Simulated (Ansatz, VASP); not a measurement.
**One calculation of Ru5C, two programs**

The input INCAR:

```
ALGO = Normal
DIPOL = 0.5 0.5 0.364
EDIFF = 1E-6
ENCUT = 520
GGA = CA
IDIPOL = 3
ISIF = 2
ISMEAR = 0
ISPIN = 2
KPAR = 4
LASPH = T
LCHARG = T
LDIPOL = T
LMAXMIX = 4
LORBIT = 11
LREAL = F
LVACPOTAV = T
LVHAR = T
LWAVE = F
MAGMOM = 0 0 0 0 0 2
NBANDS = 50
NELM = 150
PREC = Accurate
SIGMA = 0.1
```

The input KPOINTS:

```
k-points
0
Gamma
  12 12 1
```

The input POSCAR:

```
Ru5C
1.0
    2.6740588505      0.0000000000      0.0000000000
   -1.3370294253      2.3158028958      0.0000000000
    0.0000000000      0.0000000000     25.3999246690
Ru C
5 1
Direct
    0.6666666667      0.3333333333      0.1574807820
    0.3333333333      0.6666666667      0.2406849853
    0.6666666667      0.3333333333      0.3240221034
    0.3333333333      0.6666666667      0.4078536871
    0.6666666667      0.3333333333      0.4881874585
    1.1666666667      0.3333333333      0.5677152534
```

Input for Ansatz:

```yaml
crystal:
  lattice:
    - [2.6740588505, 0.0, 0.0]
    - [-1.3370294253, 2.3158028958, 0.0]
    - [0.0, 0.0, 25.399924669]
  atoms:
    - { symbol: Ru, position: [0.6666666667, 0.3333333333, 0.157480782] }
    - { symbol: Ru, position: [0.3333333333, 0.6666666667, 0.2406849853] }
    - { symbol: Ru, position: [0.6666666667, 0.3333333333, 0.3240221034] }
    - { symbol: Ru, position: [0.3333333333, 0.6666666667, 0.4078536871] }
    - { symbol: Ru, position: [0.6666666667, 0.3333333333, 0.4881874585] }
    - { symbol: C, position: [1.1666666667, 0.3333333333, 0.5677152534], spin: 2.0 }
basis:
  ecutwfc: 420
kpoints:
  mp_grid: { grid: [12, 12, 1] }
hamiltonian:
  xc: lda
  pseudopotentials: { kind: paw, azcp: { folder: soft_1 } }
scf:
  occupations: { method: gaussian, width: 0.1 }
output:
  forces: true
  eigenvalues: true
  populations: true
magnetization:
  spin_polarized: true
efield:
  axis: 3
  dipole_correction: true
  ramp_width: 0.04
```

Alike in both runs: task single point; functional LDA; k mesh 12 × 12 × 1; occupations gaussian, width 0.1 eV; collinear spin.

|  | VASP | Ansatz |
| --- | --- | --- |
| version | VASP 6.6.1 | Ansatz 0.2.0 |
| potentials or method | VASP PAW LDA potentials, release 64 (Ru_pv, C), cutoff 520 eV | scalar-relativistic, plane waves, PAW |
| valence electrons in the cell | 74 | 84 |

|  | VASP | Ansatz | Ansatz less VASP |
| --- | --- | --- | --- |
| gap on the k mesh at the Fermi level (eV) | none | none | - |
| rms of the force components (eV/Å) | 1.010 | 1.007 | -0.0032 |
| net moment per atom (μB) | 0.00 | 0.00 | 0.000 |
| work function, face that differs most (eV) | 5.46 | 5.46 | -0.001 |

Ansatz warns that its potentials were made for another functional, while VASP's fit it. LDA's correlation is that of Perdew and Zunger in VASP and of Perdew and Wang (1992) in Ansatz. Atom by atom the forces differ by 0.017 eV/Å (rms over components). A gap of «none» marks a metal or a gap that the smearing closes. VASP's potentials hold 74 valence electrons a cell and Ansatz's 84, so a difference there can come from the potentials and not from the codes. Ansatz's warnings: seeded moment not kept.
